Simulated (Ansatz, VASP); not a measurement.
**B: VASP beside Ansatz**

INCAR

```
SYSTEM = B
PREC = Accurate
ENCUT = 520
EDIFF = 1E-6
ISMEAR = -1
SIGMA = 0.05
LREAL = .False.
LASPH = .True.
NELM = 60
ALGO = Normal
ISIF = 2
LWAVE = .False.
LCHARG = .False.
GGA = PE
NBANDS = 10
```

Contents of KPOINTS:

```
regular mesh
0
Gamma
  16 16 16
  0 0 0
```

Contents of POSCAR:

```
B
1.0
    0.0000000000      2.0261364330      2.0261364330
    2.0261364330      0.0000000000      2.0261364330
    2.0261364330      2.0261364330      0.0000000000
B
2
Direct
    0.0000000000      0.0000000000      0.0000000000
    0.2500000000      0.2500000000      0.2500000000
```

Input for Ansatz:

```yaml
crystal:
  lattice:
    - [0.0, 2.026136433, 2.026136433]
    - [2.026136433, 0.0, 2.026136433]
    - [2.026136433, 2.026136433, 0.0]
  atoms:
    - { symbol: B, position: [0.0, 0.0, 0.0] }
    - { symbol: B, position: [0.25, 0.25, 0.25] }
kpoints:
  mp_grid: { grid: [16, 16, 16] }
scf:
  occupations: { method: fermi_dirac, width: 0.05 }
hamiltonian:
  xc: pbe
  pseudopotentials: { kind: all_electron, lapw: { basis_error: 0.01 } }
output:
  forces: true
  stress: true
  eigenvalues: true
```

Alike in both runs: task single point; functional PBE; k mesh 16 × 16 × 16; occupations fermi-dirac, width 0.05 eV; no spin polarisation.

|  | VASP | Ansatz |
| --- | --- | --- |
| version | VASP 6.6.1 | Ansatz 0.2.0 |
| potentials or method | VASP PAW PBE potentials, release 64 (B), cutoff 520 eV | all-electron LAPW, scalar-relativistic |

|  | VASP | Ansatz | Ansatz less VASP |
| --- | --- | --- | --- |
| pressure (GPa) | 0.0 | 0.0 | -0.02 |

Ansatz ran all-electron here, and VASP with PAW potentials.
